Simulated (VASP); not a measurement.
A run of VASP 6.6.1:

File INCAR:

```
SYSTEM = CdF2
PREC     = Accurate       ! precision mode
ENCUT    = 520            ! plane-wave cutoff, eV
EDIFF    = 1E-6           ! SCF threshold, eV
ISMEAR   = -1             ! smearing method
SIGMA    = 0.05           ! smearing width, eV
LREAL    = .False.        ! projectors in reciprocal space
LASPH    = .True.         ! aspherical terms in the spheres
NELM     = 100            ! most SCF steps
ALGO     = Normal         ! electronic algorithm
ISIF     = 2              ! what is computed and relaxed
LWAVE    = .False.        ! write WAVECAR
LCHARG   = .False.        ! write CHGCAR
GGA      = PS             ! functional
NBANDS   = 20             ! bands
```

The input KPOINTS:

```
Automatic mesh
0
Gamma
  5 5 5
  0 0 0
```

Contents of POSCAR:

```
CdF2
1.0
    0.0000000000      2.6940000000      2.6940000000
    2.6940000000      0.0000000000      2.6940000000
    2.6940000000      2.6940000000      0.0000000000
Cd F
1 2
Direct
    0.0000000000      0.0000000000      0.0000000000
    0.7500000000      0.7500000000      0.7500000000
    0.2500000000      0.2500000000      0.2500000000
```

Potentials or basis: VASP PAW PBE potentials, release 64 (Cd, F).

Run with:

```console
$ cat potpaw_PBE.64/Cd/POTCAR potpaw_PBE.64/F/POTCAR > POTCAR
$ mpirun -np 1 vasp_std > vasp.out
```

Hardware: 1 thread of AMD EPYC 7R13, with other jobs on the host.

Task: Estimate the wall time of this run.

Result: Wall time 19 s on 1 thread of AMD EPYC 7R13 (shared host), peak memory 0.12 GiB. Counts: scf iterations 14, k points 10.
